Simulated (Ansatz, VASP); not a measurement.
## V: VASP beside Ansatz

Contents of INCAR:

```
SYSTEM = V
  AGGAC = 1.0
  AGGAX = 1.0
  ALDAC = 0.0
  ALDAX = 1.0
  ALGO = Normal
  EDIFF = 1E-6
  ENCUT = 520
  GGA = B5
  ISIF = 2
  ISMEAR = -1
  LASPH = .True.
  LCHARG = .False.
  LREAL = .False.
  LWAVE = .False.
  NBANDS = 12
  NELM = 80
  PREC = Accurate
  SIGMA = 0.1
```

Contents of KPOINTS:

```
k-points
0
Gamma
  16 16 16
  0 0 0
```

File POSCAR:

```
V
1.0
    0.0000000000      1.9276105365      1.9276105365
    1.9276105365      0.0000000000      1.9276105365
    1.9276105365      1.9276105365      0.0000000000
V
1
Direct
    0.0000000000      0.0000000000      0.0000000000
```

Input for Ansatz:

```yaml
crystal:
  lattice:
    - [0.0, 1.9276105365, 1.9276105365]
    - [1.9276105365, 0.0, 1.9276105365]
    - [1.9276105365, 1.9276105365, 0.0]
  atoms:
    - { symbol: V, position: [0.0, 0.0, 0.0] }
hamiltonian:
  xc: blyp
  pseudopotentials:
    kind: paw
    azcp:
      V: "pseudopotentials/V.paw.azcp"
basis:
  ecutwfc: 420
  fft_grid_basis: typed
kpoints:
  mp_grid: { grid: [16, 16, 16], shift: [0, 0, 0] }
magnetization:
  spin_polarized: false
scf:
  occupations: { method: fermi_dirac, width: 0.1 }
  lower_state_search: "off"
output:
  stress: true
```

Alike in both runs: task single point; functional BLYP; k mesh 16 × 16 × 16; occupations fermi-dirac, width 0.1 eV; no spin polarisation.

|  | VASP | Ansatz |
| --- | --- | --- |
| version | VASP 6.6.1 | Ansatz 0.2.0 |
| potentials or method | VASP PAW PBE potentials, release 64 (V_sv), cutoff 520 eV | plane waves (420 eV) with PAW, scalar-relativistic |
| valence electrons in the cell | 13 | 13 |

VASP gave:

```
pressure (GPa) : 0.2
```

Task: Which values does Ansatz return?

Result: Pressure (GPa): 0.0.

VASP's potentials were made for PBE, not for BLYP. With one functional, cell and mesh, what is left measures potentials, basis and numerics.
